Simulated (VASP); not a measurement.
# MgO (m) (I4/mmm) in VASP: further runs, part 3 of 3

VASP 6.6.1. Earlier steps stand in the parts before.

## (4) Single point, PBE

INCAR

```
SYSTEM = MgO
  PREC = Accurate
  ENCUT = 600
  EDIFF = 1E-6
  ISMEAR = 0
  SIGMA = 0.02
  LREAL = .False.
  LASPH = .True.
  NELM = 120
  ALGO = Normal
  ISIF = 2
  LWAVE = .False.
  LCHARG = .True.
  GGA = PE
  LELF = .True.
  LVHAR = .True.
  NBANDS = 16
  GGA_COMPAT = .False.
```

KPOINTS

```
Automatic mesh
0
Gamma
  8 8 6
  0 0 0
```

POSCAR

```
MgO
1.0
    2.9422714537      0.0000000000      0.0000000000
    0.0000000000      2.9422714537      0.0000000000
    0.0000000000      0.0000000000      4.3679383325
Mg O
2 2
Direct
    0.0000000000      0.0000000000      0.0000000000
    0.5000000000      0.5000000000      0.5000000000
    0.5000000000      0.5000000000      0.0000000000
    0.0000000000      0.0000000000      0.5000000000
```

Potentials or basis: VASP PAW PBE potentials, release 64 (Mg, O).

Started as:

```
> cat potpaw_PBE.64/Mg/POTCAR potpaw_PBE.64/O/POTCAR > POTCAR
> mpirun -np 1 vasp_std > vasp.out
```

OUTCAR:

```text
SYSTEM = MgO
   PREC = Accurate
   ENCUT = 600
   EDIFF = 1E-6
   ISMEAR = 0
   LREAL = .False.
   LASPH = .True.
   NELM = 120
   ISIF = 2
   GGA = PE

 ion  position               nearest neighbor table
   1  0.000  0.000  0.000-   3 2.08   3 2.08   3 2.08   3 2.08   4 2.18   4 2.18   2 3.02   2 3.02
                             2 3.02   2 3.02   2 3.02   2 3.02   2 3.02   2 3.02
   2  0.500  0.500  0.500-   4 2.08   4 2.08   4 2.08   4 2.08   3 2.18   3 2.18   1 3.02   1 3.02
                             1 3.02   1 3.02   1 3.02   1 3.02   1 3.02   1 3.02
   3  0.500  0.500  0.000-   1 2.08   1 2.08   1 2.08   1 2.08   2 2.18   2 2.18
   4  0.000  0.000  0.500-   2 2.08   2 2.08   2 2.08   2 2.08   1 2.18   1 2.18

  LATTYP: Found a simple tetragonal cell.
 ALAT       =     2.9422714537
 C/A-ratio  =     1.4845463450

  Lattice vectors:

 A1 = (   2.9422714537,   0.0000000000,   0.0000000000)
 A2 = (   0.0000000000,   2.9422714537,   0.0000000000)
 A3 = (   0.0000000000,   0.0000000000,   4.3679383325)

Analysis of symmetry for initial positions (statically):
=====================================================================
 Subroutine PRICEL returns following result:

  LATTYP: Found a body centered tetragonal cell.
 ALAT       =     2.9422714537
 C/A-ratio  =     1.4845463450

  Lattice vectors:

 A1 = (   1.4711357269,  -1.4711357269,  -2.1839691662)
 A2 = (  -1.4711357269,   1.4711357269,  -2.1839691662)
 A3 = (   1.4711357269,   1.4711357268,   2.1839691662)

   2 primitive cells build up your supercell.

 Routine SETGRP: Setting up the symmetry group for a
 simple tetragonal supercell.

 Subroutine GETGRP returns: Found 16 space group operations
 (whereof 16 operations were pure point group operations)
 out of a pool of 16 trial point group operations.

The static configuration has the point symmetry D_4h.

Analysis of symmetry for dynamics (positions and initial velocities):
=====================================================================
 Subroutine PRICEL returns following result:

  LATTYP: Found a body centered tetragonal cell.
 ALAT       =     2.9422714537
 C/A-ratio  =     1.4845463450

  Lattice vectors:

 A1 = (   1.4711357269,  -1.4711357269,  -2.1839691662)
 A2 = (  -1.4711357269,   1.4711357269,  -2.1839691662)
 A3 = (   1.4711357269,   1.4711357268,   2.1839691662)

   2 primitive cells build up your supercell.

 Routine SETGRP: Setting up the symmetry group for a
 simple tetragonal supercell.

 Subroutine GETGRP returns: Found 16 space group operations
 (whereof 16 operations were pure point group operations)
 out of a pool of 16 trial point group operations.

The dynamic configuration has the point symmetry D_4h.

 Subroutine INISYM returns: Found 16 space group operations
 (whereof 16 operations are pure point group operations),
 and found     2 'primitive' translations

----------------------------------------------------------------------------------------

                                     Primitive cell

  volume of cell :      18.9065

  direct lattice vectors                    reciprocal lattice vectors
     1.471135727 -1.471135727 -2.183969166     0.339873467  0.000000000 -0.228940961
    -1.471135727  1.471135727 -2.183969166     0.000000000  0.339873467 -0.228940961
     1.471135727  1.471135727  2.183969166     0.339873467  0.339873467  0.000000000

  length of vectors
[... 34 lines left out ...]

 Found     60 irreducible k-points:

 Following reciprocal coordinates:
            Coordinates               Weight
  0.000000  0.000000  0.000000      1.000000
  0.125000  0.000000  0.000000      4.000000
  0.250000  0.000000  0.000000      4.000000
  0.375000  0.000000  0.000000      4.000000
  0.500000  0.000000  0.000000      2.000000
  0.125000  0.125000  0.000000      4.000000
[... 16 lines left out ...]
  0.375000  0.125000  0.166667     16.000000
  0.500000  0.125000  0.166667      8.000000
 [... further k-points ...]
   k-points           NKPTS =     60   k-points in BZ     NKDIM =     60   number of bands    NBANDS=     16
   number of dos      NEDOS =    301   number of ions     NIONS =      4
   total plane-waves  NPLWV =  20736
   dimension x,y,z NGX =    24 NGY =   24 NGZ =   36
   dimension x,y,z NGXF=    48 NGYF=   48 NGZF=   72
   ions per type =               2   2
   NGX,Y,Z   is equivalent  to a cutoff of  13.56, 13.56, 13.70 a.u.
   NGXF,Y,Z  is equivalent  to a cutoff of  27.12, 27.12, 27.40 a.u.
 SYSTEM =  MgO
   PREC   = accura    normal or accurate (medium, high low for compatibility)
   ISTART =      0    job   : 0-new  1-cont  2-samecut
   ICHARG =      2    charge: 1-file 2-atom 10-const
   ISPIN  =      1    spin polarized calculation?
   LNONCOLLINEAR =      F non collinear calculations
   LSORBIT =      F    spin-orbit coupling
   LASPH  =      T    aspherical Exc in radial PAW
   ENCUT  =  600.0 eV  44.10 Ry    6.64 a.u.   5.88  5.88  8.72*2*pi/ulx,y,z
   NELM   =    120;   NELMIN=  2; NELMDL= -5     # of ELM steps
   EDIFF  = 0.1E-05   stopping-criterion for ELM
   LREAL  =      F    real-space projection
   EDIFFG = 0.1E-04   stopping-criterion for IOM
   NSW    =      0    number of steps for IOM
   IBRION =     -1    ionic relax: 0-MD 1-quasi-New 2-CG
   NFREE  =      0    steps in history (QN), initial steepest desc. (CG)
   ISIF   =      2    stress and relaxation
   ISYM   =      2    0-nonsym 1-usesym 2-fastsym
   POTIM  = 0.5000    time-step for ionic-motion
   TEBEG  =    0.0;   TEEND  =   0.0 temperature during run
   PSTRESS=    0.0 pullay stress
   NELECT =      16.0000    total number of electrons
   NUPDOWN=      -1.0000    fix difference up-down
   EMIN   =  10.00;   EMAX   =-10.00  energy-range for DOS
   EFERMI =   0.00;   METHOD = LEGACY
   ISMEAR =     0;   SIGMA  =   0.02  broadening in eV -4-tet -1-fermi 0-gaus
   EFERMI_NEDOS =   21; number of points for ismear=-14 and -15
   IALGO  =     38    algorithm
   IMIX   =      4    mixing-type and parameters
     AMIX     =   0.40;   BMIX     =  1.00
     AMIX_MAG =   1.60;   BMIX_MAG =  1.00
  volume/ion in A,a.u.               =       9.45        63.79
  Fermi-wavevector in a.u.,A,eV,Ry     =   1.229044  2.322557 20.552276  1.510550
  Thomas-Fermi vector in A             =   2.363947
   LORBIT       =      0    0 simple, 1 ext, 2 COOP (PROOUT), +10 PAW based schemes
   GGA     = PE    functional components
   LHFCALC =     F    Hartree Fock is set to
   AEXX    =    0.0000 exact exchange contribution
   IVDW    =     0    specifies the selected vdW correction
   LEPSILON=     F    determine dielectric tensor
   LRPA    =     F    only Hartree local field effects (RPA)
 non-spin polarized calculation
 Gauss-broadening in eV      SIGMA  =   0.02
  energy-cutoff  :      600.00
  volume of cell :       37.81
 maximum number of plane-waves:      1288
 NGX is ok and might be reduce to    24
   NGX = 11   NGY = 11   NGZ = 17

 number of electron      15.9999984 magnetization

 Free energy of the ion-electron system (eV)
  ---------------------------------------------------
  ext. energy  EPLUGINS =         0.00000000
  ---------------------------------------------------
  free energy    TOTEN  =       -23.79174834 eV

  energy without entropy =      -23.79174834  energy(sigma->0) =      -23.79174834

 E-fermi :   3.3000     XC(G=0): -11.0182

 val. band max:        3.1525088415   @ k =   0.0000   0.0000   0.0000
 cond. band min:       7.6898723758   @ k =   0.0000   0.0000   0.0000
 fundamental gap:      4.5373635343
 Fermi energy:         3.2999954537

 k-point     1 :       0.0000    0.0000    0.0000
  band No.  band energies     occupation
      1     -14.1130      2.00000
      2     -12.6991      2.00000
      3      -1.0458      2.00000
      4       1.8952      2.00000
      5       1.8952      2.00000
      6       3.0584      2.00000
[... 433 lines left out ...]
      3      -0.7447      2.00000
      4      -0.7447      2.00000
      5       1.5129      2.00000
      6       1.5129      2.00000
[... 8 lines left out ...]
     15      20.2918      0.00000
     16      20.2918      0.00000

 [... further k-points ...]
[... 5 lines left out ...]
  --------------------------------------------------------------------------------------
  -------------------------------------------------------------------------------------
  Total        1.2789284      1.2789284     -0.8207150      0.0000000      0.0000000      0.0000000
  in kB       54.1894627     54.1894627    -34.7745061      0.0000000      0.0000000      0.0000000
  external PRESSURE =      24.5348065 kB  Pullay stress =       0.0000000 kB

 VOLUME and BASIS-vectors are now :
 -----------------------------------------------------------------------------
  energy-cutoff  :      600.00
  volume of cell :       37.81
      direct lattice vectors                 reciprocal lattice vectors
     2.942271454  0.000000000  0.000000000     0.339873467  0.000000000  0.000000000
     0.000000000  2.942271454  0.000000000     0.000000000  0.339873467  0.000000000
     0.000000000  0.000000000  4.367938332     0.000000000  0.000000000  0.228940961

 POSITION                                       TOTAL-FORCE (eV/Angst)
 -----------------------------------------------------------------------------------
      0.00000      0.00000      0.00000         0.000000      0.000000     -0.000000
      1.47114      1.47114      2.18397         0.000000      0.000000     -0.000000
      1.47114      1.47114      0.00000        -0.000000     -0.000000      0.000000
      0.00000      0.00000      2.18397         0.000000      0.000000     -0.000000
 -----------------------------------------------------------------------------------
    total drift:                                0.000000     -0.000000     -0.000000

  FREE ENERGIE OF THE ION-ELECTRON SYSTEM (eV)
  ---------------------------------------------------
  free  energy   TOTEN  =       -23.7917483430 eV

  energy  without entropy=      -23.7917483430  energy(sigma->0) =      -23.79174834
```

OSZICAR:

```text
N       E                     dE             d eps       ncg     rms          rms(c)
DAV:   1     0.600465198265E+02    0.60047E+02   -0.87661E+03  2024   0.102E+03
DAV:   2    -0.235772424656E+02   -0.83624E+02   -0.78599E+02  2600   0.210E+02
DAV:   3    -0.269190626331E+02   -0.33418E+01   -0.33359E+01  2280   0.405E+01
DAV:   4    -0.269312023889E+02   -0.12140E-01   -0.12140E-01  2360   0.280E+00
DAV:   5    -0.269312527046E+02   -0.50316E-04   -0.50316E-04  2352   0.176E-01    0.102E+01
DAV:   6    -0.238243154089E+02    0.31069E+01   -0.80638E+00  1952   0.226E+01    0.314E+00
DAV:   7    -0.238045363820E+02    0.19779E-01   -0.14565E-01  1968   0.306E+00    0.196E+00
DAV:   8    -0.237935644023E+02    0.10972E-01   -0.64930E-02  2040   0.286E+00    0.445E-01
DAV:   9    -0.237918866813E+02    0.16777E-02   -0.13405E-03  2408   0.356E-01    0.211E-01
DAV:  10    -0.237917553832E+02    0.13130E-03   -0.16679E-03  2104   0.323E-01    0.375E-02
DAV:  11    -0.237917482590E+02    0.71242E-05   -0.28400E-05  2104   0.517E-02    0.102E-02
DAV:  12    -0.237917483430E+02   -0.83985E-07   -0.27984E-06  2216   0.154E-02
   1 F= -.23791748E+02 E0= -.23791748E+02  d E =-.709355E-28
```

It took 29 s on 1 thread of AMD EPYC 7R43 (Zen 3), shared host; peak memory 0.15 GiB.

Results:

| Property | Result |
| --- | --- |
| Free energy | -23.7917 eV |
| Pressure | 2.5 GPa |
| Band gap on the k mesh | 4.54 eV |

Levels at points of the mesh, in eV from the valence-band top:
```tsv
k point	band 5	band 6	band 7	band 8	band 9	band 10	band 11	band 12
(0.00, 0.00, 0.00)	-1.26	-0.09	-0.09	0.00	4.54	9.39	9.86	12.49
(0.50, 0.00, 0.00)	-2.02	-2.02	-0.65	-0.65	9.36	9.36	11.36	11.36
(0.50, 0.50, 0.00)	-1.61	-1.61	-1.30	-1.30	8.91	8.91	9.77	9.77
(0.00, 0.00, 0.50)	-0.72	-0.72	-0.72	-0.72	7.87	7.87	11.27	11.27
(0.50, 0.00, 0.50)	-0.76	-0.76	-0.65	-0.65	7.75	7.75	12.39	12.39
(0.50, 0.50, 0.50)	-3.02	-3.02	-1.64	-1.64	11.47	11.47	11.47	11.47
```

## (5) Overview

```tsv
cell	k mesh	smearing	gap on the mesh (eV)	pressure (GPa)
a = 2.942, b = 2.942, c = 4.368 Å, 4 atoms	6 × 6 × 4	gaussian 0.1 eV	4.54	2.5
a = 2.942, b = 2.942, c = 4.321 Å, 4 atoms	8 × 8 × 6	gaussian 0.02 eV	4.66	4.0
a = 2.942, b = 2.942, c = 4.368 Å, 4 atoms	8 × 8 × 6	gaussian 0.02 eV	4.54	2.5
```

Alike in all rows: task single point; level PBE; potentials or basis VASP PAW PBE potentials, release 64 (Mg, O); no spin polarisation; cutoff (eV) 600.

Absolute energies hang on the potentials; compare differences alone.
